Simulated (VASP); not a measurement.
# B2As3 (P-3m1) in VASP: single point with PBE

Aim: the single point of B2As3 with PBE.

Everything below comes from runs of VASP 6.6.1. Logs are shortened: lines on timing, memory, paths and dates and some standing lists are left out, and cuts for length are marked.

### Step 1. The cell of the first run

The structure is trigonal, space group P-3m1 (No. 164). The conventional cell has a = 3.427 Å, b = 3.427 Å, c = 15.321 Å, α = 90.00°, β = 90.00°, γ = 120.00°. Within 2.8 Å of B (site symmetry 3m) lie 4 As at 2.09 to 2.16 Å. Within 2.8 Å of B (site symmetry 3m) lie 4 As at 2.09 to 2.11 Å. Within 2.9 Å of As (site symmetry 3m) lie 1 B at 2.16 Å and 3 As at 2.50 Å. Within 2.8 Å of As (site symmetry 3m) lie 4 B at 2.09 to 2.11 Å. As (site symmetry 3m) has 3 B at 2.09 Å within 2.8 Å.

### Step 2. Single point, PBE

Contents of INCAR:

```
ALGO = Normal
EDIFF = 1E-7
ENCUT = 520
GGA = PE
ISIF = 2
ISMEAR = 0
LASPH = T
LCHARG = F
LREAL = F
LWAVE = F
NBANDS = 32
NELM = 100
PREC = Accurate
SIGMA = 0.1
```

Contents of KPOINTS:

```
k-points
0
Gamma
  12 12 2
```

Contents of POSCAR:

```
B2As3
1.0
    3.4266917280      0.0000000000      0.0000000000
   -1.7133458640      2.9676020874      0.0000000000
    0.0000000000      0.0000000000     15.3205191129
B As
4 6
Direct
    0.6666666667      0.3333333333      0.8092866368
    0.0000000000      0.0000000000      0.6288253034
    0.3333333333      0.6666666667      0.1907133632
    0.0000000000      0.0000000000      0.3711746966
    0.6666666667      0.3333333333      0.9502691116
    0.0000000000      0.0000000000      0.7662473810
    0.3333333333      0.6666666667      0.5844712256
    0.3333333333      0.6666666667      0.0497308884
    0.0000000000      0.0000000000      0.2337526190
    0.6666666667      0.3333333333      0.4155287744
```

Potentials or basis: VASP PAW PBE potentials, release 64 (B, As).

Command:

```console
> cat potpaw_PBE.64/B/POTCAR potpaw_PBE.64/As/POTCAR > POTCAR
> mpirun -np 1 vasp_std > vasp.out
```

OUTCAR:

```text
EDIFF = 1E-7
   ENCUT = 520
   GGA = PE
   ISIF = 2
   ISMEAR = 0
   LASPH = T
   LREAL = F
   NELM = 100
   PREC = Accurate

 ion  position               nearest neighbor table
   1  0.667  0.333  0.809-   6 2.09   6 2.09   6 2.09   5 2.16
   2  0.000  0.000  0.629-   7 2.09   7 2.09   7 2.09   6 2.11
   3  0.333  0.667  0.191-   9 2.09   9 2.09   9 2.09   8 2.16
   4  0.000  0.000  0.371-  10 2.09  10 2.09  10 2.09   9 2.11
   5  0.667  0.333  0.950-   1 2.16   8 2.50   8 2.50   8 2.50
   6  0.000  0.000  0.766-   1 2.09   1 2.09   1 2.09   2 2.11
   7  0.333  0.667  0.584-   2 2.09   2 2.09   2 2.09
   8  0.333  0.667  0.050-   3 2.16   5 2.50   5 2.50   5 2.50
   9  0.000  0.000  0.234-   3 2.09   3 2.09   3 2.09   4 2.11
  10  0.667  0.333  0.416-   4 2.09   4 2.09   4 2.09

  LATTYP: Found a hexagonal cell.
 ALAT       =     3.4266917280
 C/A-ratio  =     4.4709359140

  Lattice vectors:

 A1 = (   3.4266917280,   0.0000000000,   0.0000000000)
 A2 = (  -1.7133458640,   2.9676020874,   0.0000000000)
 A3 = (   0.0000000000,   0.0000000000,  15.3205191129)

Analysis of symmetry for initial positions (statically):
=====================================================================
 Subroutine PRICEL returns:
 Original cell was already a primitive cell.

 Routine SETGRP: Setting up the symmetry group for a
 hexagonal supercell.

 Subroutine GETGRP returns: Found 12 space group operations
 (whereof 12 operations were pure point group operations)
 out of a pool of 24 trial point group operations.

The static configuration has the point symmetry D_3d.

Analysis of symmetry for dynamics (positions and initial velocities):
=====================================================================
 Subroutine PRICEL returns:
 Original cell was already a primitive cell.

 Routine SETGRP: Setting up the symmetry group for a
 hexagonal supercell.

 Subroutine GETGRP returns: Found 12 space group operations
 (whereof 12 operations were pure point group operations)
 out of a pool of 24 trial point group operations.

The dynamic configuration has the point symmetry D_3d.

 Subroutine INISYM returns: Found 12 space group operations
 (whereof 12 operations are pure point group operations),
 and found     1 'primitive' translations
[... 115 lines left out ...]
   IBRION =     -1    ionic relax: 0-MD 1-quasi-New 2-CG
   NFREE  =      0    steps in history (QN), initial steepest desc. (CG)
   ISIF   =      2    stress and relaxation
   ISYM   =      2    0-nonsym 1-usesym 2-fastsym
   POTIM  = 0.5000    time-step for ionic-motion
   TEBEG  =    0.0;   TEEND  =   0.0 temperature during run
   PSTRESS=    0.0 pullay stress
   NELECT =      42.0000    total number of electrons
   NUPDOWN=      -1.0000    fix difference up-down
   EMIN   =  10.00;   EMAX   =-10.00  energy-range for DOS
   EFERMI =   0.00;   METHOD = LEGACY
   ISMEAR =     0;   SIGMA  =   0.10  broadening in eV -4-tet -1-fermi 0-gaus
   EFERMI_NEDOS =   21; number of points for ismear=-14 and -15
   IALGO  =     38    algorithm
   IMIX   =      4    mixing-type and parameters
     AMIX     =   0.40;   BMIX     =  1.00
     AMIX_MAG =   1.60;   BMIX_MAG =  1.00
  volume/ion in A,a.u.               =      15.58       105.14
  Fermi-wavevector in a.u.,A,eV,Ry     =   1.057564  1.998506 15.217313  1.118441
  Thomas-Fermi vector in A             =   2.192841
   LORBIT       =      0    0 simple, 1 ext, 2 COOP (PROOUT), +10 PAW based schemes
   GGA     = PE    functional components
   LHFCALC =     F    Hartree Fock is set to
   AEXX    =    0.0000 exact exchange contribution
   IVDW    =     0    specifies the selected vdW correction
   LEPSILON=     F    determine dielectric tensor
   LRPA    =     F    only Hartree local field effects (RPA)
 non-spin polarized calculation
 Gauss-broadening in eV      SIGMA  =   0.10
  energy-cutoff  :      520.00
  volume of cell :      155.80
 maximum number of plane-waves:      4231
 NGX is ok and might be reduce to    28
   NGX = 13   NGY = 13   NGZ = 57

 number of electron      42.0000001 magnetization

 Free energy of the ion-electron system (eV)
  ---------------------------------------------------
  ext. energy  EPLUGINS =         0.00000000
  ---------------------------------------------------
  free energy    TOTEN  =       -52.18417086 eV

  energy without entropy =      -52.16507439  energy(sigma->0) =      -52.17462263

 E-fermi :   5.6315     XC(G=0): -10.3594

 val. band max:        5.6075351853   @ k =   0.3333  -0.0000   0.5000
 cond. band min:       5.6428068055   @ k =   0.2500   0.0833   0.5000
 fundamental gap:      0.0352716202
 Fermi energy:         5.6315367618

 k-point     1 :       0.0000    0.0000    0.0000
  band No.  band energies     occupation
      1      -9.9144      2.00000
      2      -9.0401      2.00000
      3      -8.8398      2.00000
      4      -7.5796      2.00000
      5      -7.0180      2.00000
      6      -4.5670      2.00000
[... 829 lines left out ...]
     31      10.8695      0.00000
     32      11.4509      0.00000

 [... further k-points ...]

------------------------ aborting loop because EDIFF is reached ----------------------------------------

  FORCE on cell =-STRESS in cart. coord.  units (eV):
  Direction    XX          YY          ZZ          XY          YZ          ZX
  --------------------------------------------------------------------------------------
  -------------------------------------------------------------------------------------
  Total        0.4473657      0.4473657      0.4039133      0.0000000      0.0000000     -0.0000000
  in kB        4.6006486      4.6006486      4.1537896      0.0000000      0.0000000     -0.0000000
  external PRESSURE =       4.4516956 kB  Pullay stress =       0.0000000 kB

 VOLUME and BASIS-vectors are now :
 -----------------------------------------------------------------------------
  energy-cutoff  :      520.00
  volume of cell :      155.80
      direct lattice vectors                 reciprocal lattice vectors
     3.426691728  0.000000000  0.000000000     0.291826659  0.168486200  0.000000000
    -1.713345864  2.967602087  0.000000000     0.000000000  0.336972401  0.000000000
     0.000000000  0.000000000 15.320519113     0.000000000  0.000000000  0.065271940

 POSITION                                       TOTAL-FORCE (eV/Angst)
 -----------------------------------------------------------------------------------
      1.71335      0.98920     12.39869        -0.000000      0.000000      0.015282
      0.00000      0.00000      9.63393        -0.000000      0.000000      0.007249
     -0.00000      1.97840      2.92183         0.000000     -0.000000     -0.015282
      0.00000      0.00000      5.68659         0.000000     -0.000000     -0.007249
      1.71335      0.98920     14.55862        -0.000000      0.000000     -0.032664
      0.00000      0.00000     11.73931         0.000000      0.000000     -0.005512
     -0.00000      1.97840      8.95440         0.000000     -0.000000     -0.039017
     -0.00000      1.97840      0.76190        -0.000000     -0.000000      0.032664
      0.00000      0.00000      3.58121        -0.000000      0.000000      0.005512
      1.71335      0.98920      6.36612         0.000000      0.000000      0.039017
 -----------------------------------------------------------------------------------
    total drift:                                0.000000     -0.000000      0.000000

  FREE ENERGIE OF THE ION-ELECTRON SYSTEM (eV)
  ---------------------------------------------------
  free  energy   TOTEN  =       -52.1841708607 eV

  energy  without entropy=      -52.1650743946  energy(sigma->0) =      -52.17462263
```

stdout:

```text
POSCAR found type information on POSCAR B As
 POSCAR found :  2 types and      10 ions
 scaLAPACK will be used
 LDA part: xc-table for (Slater+PW92), standard interpolation
 POSCAR, INCAR and KPOINTS ok, starting setup
 FFT: planning ... GRIDC
 FFT: planning ... GRID_SOFT
 FFT: planning ... GRID
 WAVECAR not read
 entering main loop
```

It took 3.5 min on 1 thread of Intel Xeon Platinum 8488C (Sapphire Rapids), shared host; peak memory 0.37 GiB.

Results:

```yaml
Free_energy: -52.1842 eV
Pressure: 0.4 GPa
Largest_force: 0.039 eV/Å
Band_gap_on_the_k_mesh: zero (bands 21 and 22 overlap by 1.85 eV)
```

Forces in eV/Å, atoms in the order of the input:
```
B    0.000  0.000  0.015
B    0.000  0.000  0.007
B    0.000  0.000 -0.015
B    0.000  0.000 -0.007
As   0.000  0.000 -0.033
As   0.000  0.000 -0.006
As   0.000  0.000 -0.039
As   0.000  0.000  0.033
As   0.000  0.000  0.006
As   0.000  0.000  0.039
```

The gap in the log of VASP goes by the Fermi energy; the results here count the filled bands.